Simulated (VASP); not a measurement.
# Mg (Fm-3m) in VASP: a series of runs, part 2 of 2

VASP 6.6.1. The steps go on from the part before.

## Step 3: Single point, BLYP (volume scaled by 1.12)

Contents of INCAR:

```
SYSTEM = Mg
PREC = Accurate
ENCUT = 520
EDIFF = 1E-6
ISMEAR = -1
SIGMA = 0.1
LREAL = .False.
LASPH = .True.
NELM = 80
ALGO = Normal
ISIF = 2
LWAVE = .False.
LCHARG = .False.
GGA = B5
ALDAX = 1.0
AGGAX = 1.0
AGGAC = 1.0
ALDAC = 0.0
NBANDS = 7
```

Contents of KPOINTS:

```
regular mesh
0
Gamma
  13 13 13
  0 0 0
```

Contents of POSCAR:

```
Mg
1.0
    0.0000000000      2.3681757474      2.3681757474
    2.3681757474      0.0000000000      2.3681757474
    2.3681757474      2.3681757474      0.0000000000
Mg
1
Direct
    0.0000000000      0.0000000000      0.0000000000
```

Potentials or basis: VASP PAW PBE potentials, release 64 (Mg).

On the command line:

```console
> cat potpaw_PBE.64/Mg/POTCAR > POTCAR
> mpirun -np 1 vasp_std > vasp.out
```

OUTCAR:

```text
SYSTEM = Mg
   PREC = Accurate
   ENCUT = 520
   EDIFF = 1E-6
   ISMEAR = -1
   LREAL = .False.
   LASPH = .True.
   NELM = 80
   ISIF = 2
   GGA = B5

 ion  position               nearest neighbor table
   1  0.000  0.000  0.000-

  LATTYP: Found a face centered cubic cell.
 ALAT       =     4.7363514948

  Lattice vectors:

 A1 = (   0.0000000000,   2.3681757474,   2.3681757474)
 A2 = (   2.3681757474,   0.0000000000,   2.3681757474)
 A3 = (   2.3681757474,   2.3681757474,   0.0000000000)

Analysis of symmetry for initial positions (statically):
=====================================================================
 Subroutine PRICEL returns:
 Original cell was already a primitive cell.

 Routine SETGRP: Setting up the symmetry group for a
 face centered cubic supercell.

 Subroutine GETGRP returns: Found 48 space group operations
 (whereof 48 operations were pure point group operations)
 out of a pool of 48 trial point group operations.

The static configuration has the point symmetry O_h .

Analysis of symmetry for dynamics (positions and initial velocities):
=====================================================================
 Subroutine PRICEL returns:
 Original cell was already a primitive cell.

 Routine SETGRP: Setting up the symmetry group for a
 face centered cubic supercell.

 Subroutine GETGRP returns: Found 48 space group operations
 (whereof 48 operations were pure point group operations)
 out of a pool of 48 trial point group operations.

The dynamic configuration has the point symmetry O_h .

 Subroutine INISYM returns: Found 48 space group operations
 (whereof 48 operations are pure point group operations),
 and found     1 'primitive' translations

----------------------------------------------------------------------------------------

                                     Primitive cell

  volume of cell :      26.5627

  direct lattice vectors                    reciprocal lattice vectors
     0.000000000  2.368175747  2.368175747    -0.211132979  0.211132979  0.211132979
     2.368175747  0.000000000  2.368175747     0.211132979 -0.211132979  0.211132979
     2.368175747  2.368175747  0.000000000     0.211132979  0.211132979 -0.211132979

  length of vectors
     3.349106260  3.349106260  3.349106260     0.365693047  0.365693047  0.365693047

  position of ions in fractional coordinates (direct lattice)
     0.000000000  0.000000000  0.000000000

  ion indices of the primitive-cell ions
   primitive index   ion index
                 1           1

----------------------------------------------------------------------------------------

 KPOINTS: regular mesh

Automatic generation of k-mesh.
 Grid dimensions read from file:
 generate k-points for:   13   13   13

 Generating k-lattice:

  Cartesian coordinates                     Fractional coordinates (reciprocal lattice)
    -0.016240998  0.016240998  0.016240998     0.076923077  0.000000000  0.000000000
     0.016240998 -0.016240998  0.016240998     0.000000000  0.076923077  0.000000000
     0.016240998  0.016240998 -0.016240998     0.000000000  0.000000000  0.076923077

  Length of vectors
     0.028130234  0.028130234  0.028130234

  Shift w.r.t. Gamma in fractional coordinates (k-lattice)
     0.000000000  0.000000000  0.000000000

 Subroutine IBZKPT returns following result:
 ===========================================

 Found     84 irreducible k-points:

 Following reciprocal coordinates:
            Coordinates               Weight
  0.000000  0.000000  0.000000      1.000000
  0.076923  0.000000  0.000000      8.000000
  0.153846  0.000000  0.000000      8.000000
  0.230769  0.000000  0.000000      8.000000
  0.307692  0.000000  0.000000      8.000000
  0.384615  0.000000  0.000000      8.000000
[... 16 lines left out ...]
  0.384615  0.153846  0.000000     24.000000
  0.461538  0.153846  0.000000     24.000000
 [... further k-points ...]
   k-points           NKPTS =     84   k-points in BZ     NKDIM =     84   number of bands    NBANDS=      7
   number of dos      NEDOS =    301   number of ions     NIONS =      1
   total plane-waves  NPLWV =  21952
   dimension x,y,z NGX =    28 NGY =   28 NGZ =   28
   dimension x,y,z NGXF=    56 NGYF=   56 NGZF=   56
   ions per type =               1
   NGX,Y,Z   is equivalent  to a cutoff of  13.90, 13.90, 13.90 a.u.
   NGXF,Y,Z  is equivalent  to a cutoff of  27.80, 27.80, 27.80 a.u.
 SYSTEM =  Mg
   PREC   = accura    normal or accurate (medium, high low for compatibility)
   ISTART =      0    job   : 0-new  1-cont  2-samecut
   ICHARG =      2    charge: 1-file 2-atom 10-const
   ISPIN  =      1    spin polarized calculation?
   LNONCOLLINEAR =      F non collinear calculations
   LSORBIT =      F    spin-orbit coupling
   LASPH  =      T    aspherical Exc in radial PAW
   ENCUT  =  520.0 eV  38.22 Ry    6.18 a.u.   6.23  6.23  6.23*2*pi/ulx,y,z
   NELM   =     80;   NELMIN=  2; NELMDL= -5     # of ELM steps
   EDIFF  = 0.1E-05   stopping-criterion for ELM
   LREAL  =      F    real-space projection
   EDIFFG = 0.1E-04   stopping-criterion for IOM
   NSW    =      0    number of steps for IOM
   IBRION =     -1    ionic relax: 0-MD 1-quasi-New 2-CG
   NFREE  =      0    steps in history (QN), initial steepest desc. (CG)
   ISIF   =      2    stress and relaxation
   ISYM   =      2    0-nonsym 1-usesym 2-fastsym
   POTIM  = 0.5000    time-step for ionic-motion
   TEBEG  =    0.0;   TEEND  =   0.0 temperature during run
   PSTRESS=    0.0 pullay stress
   NELECT =       2.0000    total number of electrons
   NUPDOWN=      -1.0000    fix difference up-down
   EMIN   =  10.00;   EMAX   =-10.00  energy-range for DOS
   EFERMI =   0.00;   METHOD = LEGACY
   ISMEAR =    -1;   SIGMA  =   0.10  broadening in eV -4-tet -1-fermi 0-gaus
   EFERMI_NEDOS =   21; number of points for ismear=-14 and -15
   IALGO  =     38    algorithm
   IMIX   =      4    mixing-type and parameters
     AMIX     =   0.40;   BMIX     =  1.00
     AMIX_MAG =   1.60;   BMIX_MAG =  1.00
  volume/ion in A,a.u.               =      26.56       179.25
  Fermi-wavevector in a.u.,A,eV,Ry     =   0.691291  1.306351  6.501996  0.477883
  Thomas-Fermi vector in A             =   1.772900
   LORBIT       =      0    0 simple, 1 ext, 2 COOP (PROOUT), +10 PAW based schemes
   GGA     = B5    functional components
   LHFCALC =     F    Hartree Fock is set to
   AEXX    =    0.0000 exact exchange contribution
   IVDW    =     0    specifies the selected vdW correction
   LEPSILON=     F    determine dielectric tensor
   LRPA    =     F    only Hartree local field effects (RPA)
 non-spin polarized calculation
  energy-cutoff  :      520.00
  volume of cell :       26.56
 maximum number of plane-waves:       725
 NGX is ok and might be reduce to    28
   NGX = 13   NGY = 13   NGZ = 13

 number of electron       2.0000000 magnetization

 Free energy of the ion-electron system (eV)
  ---------------------------------------------------
  ext. energy  EPLUGINS =         0.00000000
  ---------------------------------------------------
  free energy    TOTEN  =        -0.71629805 eV

  energy without entropy =       -0.69961908  energy(sigma->0) =       -0.70795857

 E-fermi :   2.3669     XC(G=0):  -7.5944

 val. band max:        2.3325898705   @ k =  -0.3846   0.3077   0.0000
 cond. band min:       2.3693604671   @ k =  -0.3077   0.3846   0.0769
 fundamental gap:      0.0367705965
 Fermi energy:         2.3669367189

 k-point     1 :       0.0000    0.0000    0.0000
  band No.  band energies     occupation
      1      -3.9632      2.00000
      2      13.7814      0.00000
      3      13.7814      0.00000
      4      13.7814      0.00000
      5      14.8445      0.00000
      6      14.8445      0.00000
      7      14.8445      0.00000
[... 221 lines left out ...]
 k-point    24 :       0.4615    0.1538    0.0000
  band No.  band energies     occupation
      1      -0.2096      2.00000
      2       3.2392      0.00033
      3       9.5555      0.00000
      4      10.4640      0.00000
      5      11.6024      0.00000
      6      16.2811      0.00000
      7      17.6893      0.00000

 [... further k-points ...]

------------------------ aborting loop because EDIFF is reached ----------------------------------------

  FORCE on cell =-STRESS in cart. coord.  units (eV):
  Direction    XX          YY          ZZ          XY          YZ          ZX
  --------------------------------------------------------------------------------------
  -------------------------------------------------------------------------------------
  Total       -0.4433195     -0.4433195     -0.4433195      0.0000000     -0.0000000     -0.0000000
  in kB      -26.7396457    -26.7396457    -26.7396457      0.0000000     -0.0000000     -0.0000000
  external PRESSURE =     -26.7396457 kB  Pullay stress =       0.0000000 kB

 VOLUME and BASIS-vectors are now :
 -----------------------------------------------------------------------------
  energy-cutoff  :      520.00
  volume of cell :       26.56
      direct lattice vectors                 reciprocal lattice vectors
     0.000000000  2.368175747  2.368175747    -0.211132979  0.211132979  0.211132979
     2.368175747  0.000000000  2.368175747     0.211132979 -0.211132979  0.211132979
     2.368175747  2.368175747  0.000000000     0.211132979  0.211132979 -0.211132979

 POSITION                                       TOTAL-FORCE (eV/Angst)
 -----------------------------------------------------------------------------------
      0.00000      0.00000      0.00000        -0.000000      0.000000     -0.000000
 -----------------------------------------------------------------------------------
    total drift:                                0.000000     -0.000000     -0.000000

  FREE ENERGIE OF THE ION-ELECTRON SYSTEM (eV)
  ---------------------------------------------------
  free  energy   TOTEN  =        -0.7162980516 eV

  energy  without entropy=       -0.6996190850  energy(sigma->0) =       -0.70795857
```

Wall time 32 s (1 thread of Intel Xeon 8259CL, shared host); peak memory 0.16 GiB.

Results:

| Property | Result |
| --- | --- |
| Free energy | -0.7163 eV |
| Pressure | -2.7 GPa |
| Band gap on the k mesh | zero (band 1 reaches 3.14 eV, above the bottom of band 2 at 1.32 eV) |

Levels at points of the mesh, in eV from the Fermi level:
| k point | band 1 | band 2 | band 3 | band 4 | band 5 | band 6 |
| --- | --- | --- | --- | --- | --- | --- |
| (0.00, 0.00, 0.00) | -6.33 | 11.41 | 11.41 | 11.41 | 12.48 | 12.48 |

Caveat: the cell differs from its parent crystal (volume scaled by 1.12); the PAW data sets were made with another functional, which shifts forces and pressure a little.

## Step 4: Single point, BLYP

This run uses another cell than the first one, of 23.72 Å³/atom, 0.926 times its volume.

Contents of INCAR:

```
SYSTEM = Mg
PREC     = Accurate       ! precision mode
ENCUT    = 520            ! plane-wave cutoff, eV
EDIFF    = 1E-7           ! SCF threshold, eV
ISMEAR   = -1             ! smearing method
SIGMA    = 0.1            ! smearing width, eV
LREAL    = .False.        ! projectors in reciprocal space
LASPH    = .True.         ! aspherical terms in the spheres
NELM     = 60             ! most SCF steps
ALGO     = Normal         ! electronic algorithm
ISIF     = 2              ! what is computed and relaxed
LWAVE    = .False.        ! write WAVECAR
LCHARG   = .True.         ! write CHGCAR
GGA      = B5             ! functional
ALDAX    = 1.0          
AGGAX    = 1.0          
AGGAC    = 1.0          
ALDAC    = 0.0          
LELF     = .True.         ! ELF
LVHAR    = .True.       
NBANDS   = 7              ! bands
```

Contents of KPOINTS:

```
regular mesh
0
Gamma
  19 19 19
  0 0 0
```

Contents of POSCAR:

```
Mg
1.0
    0.0000000000      2.2803836662      2.2803836662
    2.2803836662      0.0000000000      2.2803836662
    2.2803836662      2.2803836662      0.0000000000
Mg
1
Direct
    0.0000000000      0.0000000000      0.0000000000
```

Potentials or basis: VASP PAW PBE potentials, release 64 (Mg).

On the command line:

```console
> cat potpaw_PBE.64/Mg/POTCAR > POTCAR
> mpirun -np 1 vasp_std > vasp.out
```

OUTCAR:

```text
SYSTEM = Mg
   PREC = Accurate
   ENCUT = 520
   EDIFF = 1E-7
   ISMEAR = -1
   LREAL = .False.
   LASPH = .True.
   NELM = 60
   ISIF = 2
   GGA = B5

 ion  position               nearest neighbor table
   1  0.000  0.000  0.000-

  LATTYP: Found a face centered cubic cell.
 ALAT       =     4.5607673324

  Lattice vectors:

 A1 = (   0.0000000000,   2.2803836662,   2.2803836662)
 A2 = (   2.2803836662,   0.0000000000,   2.2803836662)
 A3 = (   2.2803836662,   2.2803836662,   0.0000000000)

Analysis of symmetry for initial positions (statically):
=====================================================================
 Subroutine PRICEL returns:
 Original cell was already a primitive cell.

 Routine SETGRP: Setting up the symmetry group for a
 face centered cubic supercell.

 Subroutine GETGRP returns: Found 48 space group operations
 (whereof 48 operations were pure point group operations)
 out of a pool of 48 trial point group operations.

The static configuration has the point symmetry O_h .

Analysis of symmetry for dynamics (positions and initial velocities):
=====================================================================
 Subroutine PRICEL returns:
 Original cell was already a primitive cell.
[... 150 lines left out ...]

  energy without entropy =       -0.72674888  energy(sigma->0) =       -0.73462210

 E-fermi :   2.8846     XC(G=0):  -7.9468

 val. band max:        2.8745975916   @ k =  -0.4211   0.4737   0.0526
 cond. band min:       2.9134301003   @ k =  -0.4211   0.2632   0.0000
 fundamental gap:      0.0388325088
 Fermi energy:         2.8845914031

 k-point     1 :       0.0000    0.0000    0.0000
  band No.  band energies     occupation
      1      -3.8762      2.00000
      2      15.0001      0.00000
      3      15.0001      0.00000
      4      15.0001      0.00000
      5      16.6500      0.00000
      6      16.6500      0.00000
      7      16.6500      0.00000
[... 221 lines left out ...]
 k-point    24 :      -0.2632    0.0526    0.0000
  band No.  band energies     occupation
      1      -2.1233      2.00000
      2       6.8872      0.00000
      3      12.4443      0.00000
      4      14.6241      0.00000
      5      15.6718      0.00000
      6      16.5307      0.00000
      7      16.8592      0.00000

 [... further k-points ...]
[... 5 lines left out ...]
  --------------------------------------------------------------------------------------
  -------------------------------------------------------------------------------------
  Total       -0.0044177     -0.0044177     -0.0044177      0.0000000      0.0000000      0.0000000
  in kB       -0.2984374     -0.2984374     -0.2984374      0.0000000      0.0000000      0.0000000
  external PRESSURE =      -0.2984374 kB  Pullay stress =       0.0000000 kB

 VOLUME and BASIS-vectors are now :
 -----------------------------------------------------------------------------
  energy-cutoff  :      520.00
  volume of cell :       23.72
      direct lattice vectors                 reciprocal lattice vectors
     0.000000000  2.280383666  2.280383666    -0.219261349  0.219261349  0.219261349
     2.280383666  0.000000000  2.280383666     0.219261349 -0.219261349  0.219261349
     2.280383666  2.280383666  0.000000000     0.219261349  0.219261349 -0.219261349

 POSITION                                       TOTAL-FORCE (eV/Angst)
 -----------------------------------------------------------------------------------
      0.00000      0.00000      0.00000         0.000000      0.000000      0.000000
 -----------------------------------------------------------------------------------
    total drift:                                0.000000     -0.000000      0.000000

  FREE ENERGIE OF THE ION-ELECTRON SYSTEM (eV)
  ---------------------------------------------------
  free  energy   TOTEN  =        -0.7424953315 eV

  energy  without entropy=       -0.7267488767  energy(sigma->0) =       -0.73462210
```

OSZICAR:

```text
N       E                     dE             d eps       ncg     rms          rms(c)
DAV:   1    -0.638956579980E-01   -0.63896E-01   -0.71839E+02  3283   0.186E+02
DAV:   2    -0.731366349563E+00   -0.66747E+00   -0.63666E+00  4067   0.107E+01
DAV:   3    -0.734261402353E+00   -0.28951E-02   -0.28939E-02  4165   0.793E-01
DAV:   4    -0.734265927554E+00   -0.45252E-05   -0.45254E-05  4564   0.228E-02
DAV:   5    -0.734265930782E+00   -0.32285E-08   -0.30173E-08  4284   0.425E-04    0.517E-01
DAV:   6    -0.738198169899E+00   -0.39322E-02   -0.20678E-03  3724   0.236E-01    0.340E-01
DAV:   7    -0.742437127650E+00   -0.42390E-02   -0.95447E-03  3507   0.520E-01    0.290E-02
DAV:   8    -0.742491805344E+00   -0.54678E-04   -0.12357E-04  4802   0.630E-02    0.540E-03
DAV:   9    -0.742495086655E+00   -0.32813E-05   -0.38708E-06  4046   0.120E-02    0.276E-03
DAV:  10    -0.742495331452E+00   -0.24480E-06   -0.14581E-06  4487   0.564E-03    0.335E-04
DAV:  11    -0.742495331516E+00   -0.63451E-10   -0.19016E-08  2793   0.947E-04
   1 F= -.74249533E+00 E0= -.73462210E+00  d E =-.157465E-01
```

stdout:

```text
POSCAR found type information on POSCAR Mg
 POSCAR found :  1 types and       1 ions
 scaLAPACK will be used
 -----------------------------------------------------------------------------
|                                                                             |
|                                                                             |
|     You enforced a specific xc type in the INCAR file but a different       |
|     I HOPE YOU KNOW WHAT YOU ARE DOING!                                     |
|                                                                             |
 -----------------------------------------------------------------------------

 LDA part: xc-table for (Slater(with rela. corr.)+VWN5), standard interpolation
 POSCAR, INCAR and KPOINTS ok, starting setup
 FFT: planning ... GRIDC
 FFT: planning ... GRID_SOFT
 FFT: planning ... GRID
 WAVECAR not read
 entering main loop
```

Run time: 30 s. Hardware: 1 thread of Intel Xeon 8259CL, shared host; peak memory 0.16 GiB.

What came out:

```
Free energy            : -0.7425 eV
Pressure               : 0.0 GPa
Band gap on the k mesh : zero (band 1 reaches 4.15 eV, above the bottom of band 2 at 1.69 eV)
```

Caveat: the PAW data sets were made with another functional, which shifts forces and pressure a little.

## Step 5: Relaxation of cell and atoms, BLYP

This run uses another cell than the first one, of 23.24 Å³/atom, 0.907 times its volume.

Contents of INCAR:

```
PREC = Accurate ; ENCUT = 600
EDIFF = 1E-6 ; ISMEAR = -1
SIGMA = 0.1 ; LREAL = F
LASPH = T ; NELM = 80
ALGO = Normal ; ISIF = 3
LWAVE = F ; LCHARG = F
GGA = B5 ; ALDAX = 1.0
AGGAX = 1.0 ; AGGAC = 1.0
ALDAC = 0.0 ; IBRION = 2
NSW = 80 ; EDIFFG = -0.01
```

Contents of KPOINTS:

```
regular mesh
0
Gamma
  12 12 12
```

Contents of POSCAR:

```
Mg
1.0
    0.0000000000      2.2649029606      2.2649029606
    2.2649029606      0.0000000000      2.2649029606
    2.2649029606      2.2649029606      0.0000000000
Mg
1
Direct
    0.0000000000      0.0000000000      0.0000000000
```

On the command line:

```console
> cat potpaw_PBE.64/Mg/POTCAR > POTCAR
> mpirun -np 1 vasp_std > vasp.out
```

It took 43 s on 1 thread of Intel Xeon 8259CL, shared host; peak memory 0.17 GiB.

The run converged. Its results:

| Item | Value |
| --- | --- |
| Free energy | -0.7392 eV |
| Relaxed volume | 23.67 Å³/atom |
| Relaxed cell | a = 3.223 Å, b = 3.223 Å, c = 3.223 Å, α = 60.00°, β = 60.00°, γ = 60.00° |
| Space group after relaxing (to 0.05 Å) | Fm-3m (No. 225) |
| Energy gained by relaxing | 0.9 meV/atom |
| Ionic steps | 3 |
| Pressure after relaxing | 0.0 GPa |
| Band gap on the k mesh | zero (band 1 reaches 4.34 eV, above the bottom of band 2 at 1.55 eV) |

Step by step:
| step | energy change (eV) | largest force (eV/Å) | pressure (GPa) | volume (Å³) |
| --- | --- | --- | --- | --- |
| 1 | 0.0000 | 0.0000 | 0.61 | 23.24 |
| 2 | -0.0008 | 0.0000 | 0.20 | 23.53 |
| 3 | -0.0009 | 0.0000 | 0.03 | 23.67 |

Final structure:
```
Mg
1.0
     0.00000    2.27884    2.27884
     2.27884    0.00000    2.27884
     2.27884    2.27884    0.00000
Mg
1
Direct
  0.00000 0.00000 0.00000
```

Levels at points of the mesh, in eV from the Fermi level:
```
           k point  band 1  band 2  band 3  band 4
(0.00, 0.00, 0.00)   -6.74   12.16   12.16   12.16
(0.50, 0.00, 0.00)   -1.53   -1.32   11.16   11.16
(0.50, 0.50, 0.00)   -0.16    0.84    6.09    6.78
```

Caveat: the PAW data sets were made with another functional, which shifts forces and pressure a little.

## Step 6: Overview

```tsv
task	cell	k mesh	cutoff (eV)	gap on the mesh (eV)	pressure (GPa)
single point	a = 3.309 Å, angles 60.0°, 1 atom	13 × 13 × 13	520	none	-2.0
single point	a = 3.349 Å, angles 60.0°, 1 atom	13 × 13 × 13	520	none	-2.7
single point	a = 3.225 Å, angles 60.0°, 1 atom	19 × 19 × 19	520	none	0.0
relaxation of cell and atoms	relaxed from a = 3.203 Å, angles 60.0°, 1 atom	12 × 12 × 12	600	none	0.0
```

Alike in all rows: level BLYP; potentials or basis VASP PAW PBE potentials, release 64 (Mg); no spin polarisation; smearing fermi-dirac 0.1 eV.

Caveats: the PAW data sets were made with another functional, which shifts forces and pressure a little.

Absolute energies hang on the potentials; compare differences alone.
